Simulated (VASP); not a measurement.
TiAl, 2 atoms in the cell. It takes space group Pm-3m (No. 221, cubic). The conventional cell has a = 3.179 Å, b = 3.179 Å, c = 3.179 Å, α = 90.00°, β = 90.00°, γ = 90.00°. Within 3.6 Å of Ti (site symmetry m-3m) lie 8 Al at 2.75 Å and 6 Ti at 3.18 Å. Al (site symmetry m-3m) has 8 Ti at 2.75 Å and 6 Al at 3.18 Å within 3.6 Å. 

```yaml
Program: VASP 6.6.1
Task: single point
Functional: LDA
Potentials_or_basis: VASP PAW LDA potentials, release 64 (Ti_sv, Al)
Cutoff: 520 eV
k_mesh: 8 × 8 × 8
Occupations: fermi-dirac, width 0.05 eV
Spin: no spin polarisation
Dipole_correction: no
Further_INCAR_settings: ALGO = Normal; EDIFF = 1e-07; NBANDS = 14
```

Potentials or basis: VASP PAW LDA potentials, release 64 (Ti_sv, Al).

Command:

```bash
$ cat potpaw_LDA.64/Ti_sv/POTCAR potpaw_LDA.64/Al/POTCAR > POTCAR
$ mpirun -np 1 vasp_std > vasp.out
```

Hardware: 1 thread of Intel(R) Xeon(R) 6975P-C (Granite Rapids), with other jobs on the host.

Problem. Estimate the wall time of this run.

Solution. Run time: 7.6 s on 1 thread of Intel(R) Xeon(R) 6975P-C (Granite Rapids), on a shared host, peak memory 0.13 GiB. Counts: scf iterations 14, k points 35.
